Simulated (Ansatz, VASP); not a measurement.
**Pd: VASP beside Ansatz**

POSCAR

```
Pd
1.0
    4.6402808116      0.0000000000      0.0000000000
   -2.3201404058      4.0186010635      0.0000000000
    0.0000000000      0.0000000000      2.7505973645
Pd
3
Direct
    0.0000000000      0.0000000000      1.0000000000
    0.3333333333      0.6666666667      0.5000000000
    0.6666666667      0.3333333333      0.5000000000
```

The input INCAR.step1:

```
PREC     = Accurate       # precision mode
ENCUT    = 520            # plane-wave cutoff, eV
ISMEAR   = -1             # smearing method
SIGMA    = 0.05           # smearing width, eV
LREAL    = False          # projectors in reciprocal space
LASPH    = True           # aspherical terms in the spheres
NELM     = 150            # most SCF steps
ISPIN    = 2              # spin polarisation
MAGMOM   = 0.291 0.241 0.241 # initial moments
LMAXMIX  = 4              # l up to which the mixer works
NBANDS   = 26             # bands
GGA      = PE             # functional
ALGO     = Normal         # electronic algorithm
EDIFF    = 1E-4           # SCF threshold, eV
LWAVE    = True           # write WAVECAR
LCHARG   = False          # write CHGCAR
```

The input INCAR.step2:

```
PREC     = Accurate       # precision mode
ENCUT    = 520            # plane-wave cutoff, eV
EDIFF    = 1E-6           # SCF threshold, eV
ISMEAR   = -1             # smearing method
SIGMA    = 0.05           # smearing width, eV
LREAL    = False          # projectors in reciprocal space
LASPH    = True           # aspherical terms in the spheres
NELM     = 150            # most SCF steps
ALGO     = Normal         # electronic algorithm
ISIF     = 2              # what is computed and relaxed
LWAVE    = False          # write WAVECAR
LCHARG   = False          # write CHGCAR
ISPIN    = 2              # spin polarisation
MAGMOM   = 0.291 0.241 0.241 # initial moments
LORBIT   = 11             # projections on sites
LMAXMIX  = 4              # l up to which the mixer works
METAGGA  = R2SCAN         # meta-GGA
LMIXTAU  = True         
NBANDS   = 26             # bands
ISTART   = 1
```

KPOINTS

```
regular mesh
0
Gamma
  9 9 13
```

Input for Ansatz:

```yaml
crystal:
  lattice:
    - [4.6402808116, 0.0, 0.0]
    - [-2.3201404058, 4.0186010635, 0.0]
    - [0.0, 0.0, 2.7505973645]
  atoms:
    - { symbol: Pd, position: [0.0, 0.0, 1.0], spin: 0.291 }
    - { symbol: Pd, position: [0.3333333333, 0.6666666667, 0.5], spin: 0.241 }
    - { symbol: Pd, position: [0.6666666667, 0.3333333333, 0.5], spin: 0.241 }
hamiltonian:
  xc: r2scan
  pseudopotentials:
    kind: paw
    azcp:
      Pd: "pseudopotentials/Pd.paw.azcp"
basis:
  ecutwfc: 500
  fft_grid_basis: typed
kpoints:
  mp_grid: { grid: [9, 9, 13], shift: [0, 0, 0] }
magnetization:
  spin_polarized: true
scf:
  occupations: { method: fermi_dirac, width: 0.05 }
  lower_state_search: "off"
output:
  stress: true
```

Alike in both runs: task single point; functional r2SCAN; k mesh 9 × 9 × 13; occupations fermi-dirac, width 0.05 eV; collinear spin.

|  | VASP | Ansatz |
| --- | --- | --- |
| version | VASP 6.6.1 | Ansatz 0.2.0 |
| potentials or method | VASP PAW PBE potentials, release 64 (Pd), cutoff 520 eV | plane waves (500 eV) with PAW, scalar-relativistic |
| valence electrons in the cell | 30 | 54 |

|  | VASP | Ansatz | Ansatz less VASP |
| --- | --- | --- | --- |
| pressure (GPa) | -14.0 | -14.2 | -0.24 |
| traceless stress, the component that is largest in VASP (GPa) | 0.31 | 0.19 | -0.114 |
| net moment per atom (μB) | 0.29 | 0.29 | -0.004 |
| size of the moment on the site where the two differ most (μB) | 0.29 | 0.30 | +0.004 |

VASP's potentials were made for PBE, not for r2SCAN. Site moments also hang on the region over which each program counts them. VASP's potentials hold 30 valence electrons a cell and Ansatz's 54, so a difference there can come from the potentials and not from the codes. Ansatz's warnings: stability check not made.
